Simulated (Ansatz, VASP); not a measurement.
**Na3Cl2 in VASP and in Ansatz**

```
Na Cl
1.0
     3.97642    0.00000    0.00000
    -1.98821    3.44368    0.00000
     0.00000    0.00000    9.97390
Na Cl
3 2
Cartesian
  0.0000 0.0000 0.0000
  0.0000 2.2958 6.6148
  1.9882 1.1479 3.3591
  0.0000 2.2958 1.6643
  1.9882 1.1479 8.3096
```

Alike in both runs: functional PBE; k mesh 12 × 12 × 6; occupations gaussian, width 0.1 eV; no spin polarisation.

Ansatz relaxed the structure, and its values are those at the end. VASP's run is a single point on that final structure, the one shown.

|  | VASP | Ansatz |
| --- | --- | --- |
| version | VASP 6.6.1 | Ansatz 0.2.0 |
| potentials or method | VASP PAW PBE potentials, release 64 (Na_pv, Cl), cutoff 520 eV | scalar-relativistic, plane waves, PAW |
| valence electrons in the cell | 35 | 41 |

|  | VASP | Ansatz | Ansatz less VASP |
| --- | --- | --- | --- |
| gap on the k mesh at the Fermi level (eV) | none | none | - |
| pressure (GPa) | 0.0 | 0.0 | +0.03 |

A gap of «none» marks a metal or a gap that the smearing closes. VASP's potentials hold 35 valence electrons a cell and Ansatz's 41, so a difference there can come from the potentials and not from the codes.
